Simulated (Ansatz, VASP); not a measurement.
**In3As in VASP and in Ansatz**

```xyz
4
Lattice="4.5024 0.0000 0.0000 0.0000 4.5024 0.0000 0.0000 0.0000 4.5024" Properties=species:S:1:pos:R:3 pbc="T T T"
In    0.3182    2.5694    2.2512
In    2.2512    0.0000    2.2512
In    2.2512    2.2512    0.0000
As    0.0000    0.0000    0.0000
```

Alike in both runs: task single point; functional PBEsol; dispersion D3(BJ); k mesh 10 × 10 × 10; occupations gaussian, width 0.15 eV; no spin polarisation.

```csv
,VASP,Ansatz
version,VASP 6.6.1,Ansatz 0.2.0
potentials or method,"VASP PAW PBE potentials, release 64 (In_d, As), cutoff 520 eV","scalar-relativistic, plane waves, PAW"
valence electrons in the cell,44,54
```

Ansatz gave:

- gap on the k mesh at the Fermi level (eV): none
- pressure (GPa): 1.9
- traceless stress, the component that is largest in VASP (GPa): 1.60
- rms of the force components (eV/Å): 0.680

**Question.** What did VASP give for the same quantities?

**Answer.** gap on the k mesh at the Fermi level (eV): none; pressure (GPa): 2.0; traceless stress, the component that is largest in VASP (GPa): 1.61; rms of the force components (eV/Å): 0.682.

VASP's potentials were made for PBE, not for PBEsol. Atom by atom the forces differ by 0.003 eV/Å (rms over components). A gap of «none» marks a metal or a gap that the smearing closes. VASP's potentials hold 44 valence electrons a cell and Ansatz's 54, so a difference there can come from the potentials and not from the codes.
